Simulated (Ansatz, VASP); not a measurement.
# Two plane-wave programs on Si

The input INCAR:

```
ALGO = Normal
EDIFF = 1E-6
ENCUT = 520
GGA = PE
ISIF = 2
ISMEAR = 0
LASPH = T
LCHARG = T
LELF = T
LREAL = F
LVHAR = T
LWAVE = F
NBANDS = 11
NELM = 80
PREC = Accurate
SIGMA = 0.05
```

File KPOINTS:

```
k-points
0
Gamma
  8 8 8
```

File POSCAR:

```
Si
1.0
    0.0000000000      2.9365787065      2.7827416381
    2.4853233058      0.0000000000      2.7827416381
    2.4853233058      2.9365787065      0.0000000000
Si
2
Direct
    0.5000000000      0.5000000000      0.5000000000
    0.7500000000      0.7500000000      0.7500000000
```

Input for Ansatz:

```yaml
crystal:
  lattice:
    - [0.0, 2.9365787065, 2.7827416381]
    - [2.4853233058, 0.0, 2.7827416381]
    - [2.4853233058, 2.9365787065, 0.0]
  atoms:
    - { symbol: Si, position: [0.5, 0.5, 0.5] }
    - { symbol: Si, position: [0.75, 0.75, 0.75] }
basis:
  ecutwfc: 420
kpoints:
  mp_grid: { grid: [8, 8, 8] }
hamiltonian:
  xc: pbe
scf:
  occupations: { method: gaussian, width: 0.05 }
output:
  forces: true
  stress: true
  eigenvalues: true
```

Change from the starting cell: strain +e along x and -e along y -0.0825, strain +e along z and -e/2 along x and y +0.0175.

Alike in both runs: task single point; functional PBE; k mesh 8 × 8 × 8; occupations gaussian, width 0.05 eV; no spin polarisation.

|  | VASP | Ansatz |
| --- | --- | --- |
| version | VASP 6.6.1 | Ansatz 0.2.0 |
| potentials or method | VASP PAW PBE potentials, release 64 (Si), cutoff 520 eV | scalar-relativistic, plane waves, PAW |
| valence electrons in the cell | 8 | 8 |

```tsv
	VASP	Ansatz	Ansatz less VASP
gap on the k mesh at the Fermi level (eV)	none	none	-
pressure (GPa)	-0.2	-0.1	+0.07
traceless stress, the component that is largest in VASP (GPa)	-7.04	-7.02	+0.024
```

A gap of «none» marks a metal or a gap that the smearing closes.
